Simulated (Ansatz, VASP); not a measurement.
**Two plane-wave programs on SnSe**

```
CELL_PARAMETERS angstrom
0.00000 2.64542 2.64542
2.64542 0.00000 2.64542
2.64542 2.64542 0.00000
ATOMIC_POSITIONS crystal
Sn 0.00000 0.00000 0.00000
Se 0.50000 0.50000 0.50000
```

Alike in both runs: task relaxation of cell and atoms; functional PBEsol; k mesh 14 × 14 × 14; occupations fermi-dirac, width 0.08 eV; no spin polarisation.

```csv
,VASP,Ansatz
version,VASP 6.6.1,Ansatz 0.2.0
potentials or method,"VASP PAW PBE potentials, release 64 (Sn_d, Se)","PAW with Ansatz's default frozen-core files, scalar-relativistic"
plane-wave cutoff (eV),600,420
valence electrons in the cell,20,30
```

Ansatz gave:

- relaxed volume (Å³/atom): 26.32
- relaxed length of the cell vector where the two differ most in proportion (Å): 4.207

**Question.** Which values does VASP return?

**Answer.** Relaxed volume (Å³/atom): 26.34; relaxed length of the cell vector where the two differ most in proportion (Å): 4.208.

VASP's potentials were made for PBE, not for PBEsol. VASP's potentials hold 20 valence electrons a cell and Ansatz's 30, so a difference there can come from the potentials and not from the codes.

Noted on VASP's run: the volume moved by over 15 % at a fixed basis, so the end points are rough.
